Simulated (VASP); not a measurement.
Set up this calculation in VASP 6.6.1, as the native input.

```
Task                   : electric field gradients
Functional             : r2SCAN
Potentials or basis    : VASP PAW PBE potentials, release 64 (Sn_d, S)
Cutoff                 : 440 eV
k mesh                 : 5 × 5 × 3
Occupations            : gaussian, width 0.01 eV
Spin                   : no spin polarisation
Dipole correction      : no
Further INCAR settings : ALGO = Normal; EDIFF = 1e-08; NBANDS = 20
```

SnS2:

```
Sn S
1.0
     3.63900    0.00000    0.00000
    -1.81950    3.15147    0.00000
     0.00000    0.00000    5.86800
Sn S
1 2
Direct
  0.00000 0.00000 0.00000
  0.33333 0.66667 0.25000
  0.66667 0.33333 0.75000
```

The input as run:

POSCAR

```
SnS2
1.0
    3.6390000000      0.0000000000      0.0000000000
   -1.8195000000      3.1514700000      0.0000000000
    0.0000000000      0.0000000000      5.8680000000
Sn S
1 2
Direct
    0.0000000000      0.0000000000      0.0000000000
    0.3333333333      0.6666666667      0.2500000000
    0.6666666667      0.3333333333      0.7500000000
```

INCAR.step1

```
  ALGO = Normal
  EDIFF = 1E-5
  ENCUT = 440
  GGA = PE
  GGA_COMPAT = F
  ISMEAR = 0
  LASPH = T
  LCHARG = F
  LREAL = F
  LWAVE = T
  NBANDS = 20
  NELM = 120
  PREC = Accurate
  SIGMA = 0.01
```

INCAR.step2

```
  ALGO = Normal
  EDIFF = 1E-8
  ENCUT = 440
  GGA_COMPAT = F
  ISIF = 2
  ISMEAR = 0
  ISTART = 1
  LASPH = T
  LCHARG = F
  LEFG = T
  LMIXTAU = T
  LREAL = F
  LWAVE = F
  METAGGA = R2SCAN
  NBANDS = 20
  NELM = 120
  PREC = Accurate
  SIGMA = 0.01
```

KPOINTS

```
k-points
0
Gamma
  5 5 3
```

Potentials or basis: VASP PAW PBE potentials, release 64 (Sn_d, S).

Launch:

```bash
$ cat potpaw_PBE.64/Sn_d/POTCAR potpaw_PBE.64/S/POTCAR > POTCAR
$ cp INCAR.step1 INCAR
$ mpirun -np 1 vasp_std > vasp.out
$ cp INCAR.step2 INCAR
$ mpirun -np 1 vasp_std > vasp.out
```

It gave:

| Property | Result |
| --- | --- |
| Pressure | 2.1 GPa |
| Largest force | 0.041 eV/Å |
| Band gap on the k mesh | 1.80 eV (least direct gap 2.35 eV) |
| Largest electric field gradient by atom | Sn +14.6; S -42.7 V/Å² |

Caveat: without QUAD_EFG the Cq values of the log hold for a quadrupole moment of 1 mb, not for the nuclei; the PAW data sets were made with another functional, which shifts forces and pressure a little; spin-orbit coupling is left out, which moves the levels of the heavy elements.

Wall time 120 s on 1 thread of Intel Xeon 8259CL, on a shared host, peak memory 0.15 GiB.
